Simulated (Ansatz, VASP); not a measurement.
**Two plane-wave programs on Nb**

```
Nb
1.0
    -1.69658    1.69658    1.69658
     1.69658   -1.69658    1.69658
     1.69658    1.69658   -1.69658
Nb
1
Direct
  0.00000 0.00000 0.00000
```

Alike in both runs: task single point; functional r2SCAN; k mesh 11 × 11 × 11; occupations fermi-dirac, width 0.05 eV; no spin polarisation.

```csv
,VASP,Ansatz
version,VASP 6.6.1,Ansatz 0.2.0
potentials or method,"VASP PAW PBE potentials, release 64 (Nb_sv)",Ansatz PAW
plane-wave cutoff (eV),550,500
valence electrons in the cell,13,13
```

|  | VASP | Ansatz | Ansatz less VASP |
| --- | --- | --- | --- |
| gap on the k mesh at the Fermi level (eV) | none | none | - |
| pressure (GPa) | -12.1 | -12.0 | +0.16 |

VASP's potentials were made for PBE, not for r2SCAN. A gap of «none» marks a metal or a gap that the smearing closes.
